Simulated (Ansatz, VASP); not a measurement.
# One calculation of Mo, two programs

File INCAR:

```
SYSTEM = Mo
ALGO = Fast
EDIFF = 1E-6
ENCUT = 520
ISIF = 2
ISMEAR = 0
LASPH = .TRUE.
LCHARG = .FALSE.
LREAL = .FALSE.
LWAVE = .FALSE.
NBANDS = 13
NELM = 100
PREC = Accurate
SIGMA = 0.15
```

File KPOINTS:

```
k-points
0
G
  24 24 24
  0 0 0
```

POSCAR

```
Mo
1.0
   -1.3723949101      1.3723949101      2.0585923652
    1.3723949101     -1.3723949101      2.0585923652
    1.3723949101      1.3723949101     -2.0585923652
Mo
1
Direct
    0.0000000000      0.0000000000      0.0000000000
```

Input for Ansatz:

```yaml
crystal:
  lattice:
    - [-1.3723949101, 1.3723949101, 2.0585923652]
    - [1.3723949101, -1.3723949101, 2.0585923652]
    - [1.3723949101, 1.3723949101, -2.0585923652]
  atoms:
    - { symbol: Mo, position: [0.0, 0.0, 0.0] }
basis:
  ecutwfc: 420
kpoints:
  mp_grid: { grid: [24, 24, 24] }
hamiltonian:
  xc: lda
scf:
  occupations: { method: gaussian, width: 0.15 }
output:
  forces: true
  stress: true
  eigenvalues: true
```

Alike in both runs: task single point; functional LDA; k mesh 24 × 24 × 24; occupations gaussian, width 0.15 eV; no spin polarisation.

```csv
,VASP,Ansatz
version,VASP 6.6.1,Ansatz 0.2.0
potentials or method,"VASP PAW LDA potentials, release 64 (Mo_sv), cutoff 520 eV","scalar-relativistic, plane waves, PAW"
valence electrons in the cell,14,14
```

```tsv
	VASP	Ansatz	Ansatz less VASP
gap on the k mesh at the Fermi level (eV)	none	none	-
pressure (GPa)	-3.2	-4.2	-1.03
traceless stress, the component that is largest in VASP (GPa)	5.23	5.31	+0.080
```

LDA's correlation is that of Perdew and Zunger in VASP and of Perdew and Wang (1992) in Ansatz. A gap of «none» marks a metal or a gap that the smearing closes.
